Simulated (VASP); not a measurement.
Write the native input for VASP 6.6.1 that does the following.

| Property | Result |
| --- | --- |
| Task | single point |
| Functional | LDA |
| Potentials or basis | VASP PAW LDA potentials, release 64 (Ga_d, N_h) |
| Cutoff | 910 eV |
| k mesh | 8 × 8 × 4 |
| Occupations | gaussian, width 0.01 eV |
| Spin | no spin polarisation |
| Dipole correction | no |
| Second run | hard_potentials |
| Further INCAR settings | ALGO = Normal; EDIFF = 1e-06; NBANDS = 26 |

The structure of GaN lies in POSCAR:

```
GaN
1.0
    3.1360555033      0.0000000000      0.0000000000
   -1.5680277516      2.7159037335      0.0000000000
    0.0000000000      0.0000000000      5.1504033593
Ga N
2 2
Direct
    0.3333333333      0.6666666667     -0.0000627399
    0.6666666667      0.3333333333      0.4999372601
    0.3333333333      0.6666666667      0.3750627399
    0.6666666667      0.3333333333      0.8750627399
```

This cell differs from its parent crystal: in-plane strain -0.005, then relaxed in part.

These files were run (other wordings do the same):

INCAR

```
  ALGO = Normal
  EDIFF = 1E-6
  ENCUT = 910
  GGA = CA
  GGA_COMPAT = F
  ISIF = 2
  ISMEAR = 0
  LASPH = T
  LCHARG = F
  LREAL = F
  LWAVE = F
  NBANDS = 26
  NELM = 120
  PREC = Accurate
  SIGMA = 0.01
```

KPOINTS

```
k-points
0
Gamma
  8 8 4
```

Potentials or basis: VASP PAW LDA potentials, release 64 (Ga_d, N_h).

Command:

```bash
$ cat potpaw_LDA.64/Ga_d/POTCAR potpaw_LDA.64/N_h/POTCAR > POTCAR
$ mpirun -np 1 vasp_std > vasp.out
```

It gave:

```
Pressure               : 2.6 GPa
Largest force          : 0.003 eV/Å
Band gap on the k mesh : 2.17 eV, direct
```

Caveat: the cell differs from its parent crystal (in-plane strain -0.005, then relaxed in part); the cutoff is under 1.25 times the usual one of these potentials, so pressure, stress and relaxed cells hold a basis-set (Pulay) error.

Run time: 64 s on 1 thread of Intel(R) Xeon(R) 6975P-C (Granite Rapids), on a shared host, peak memory 0.22 GiB.
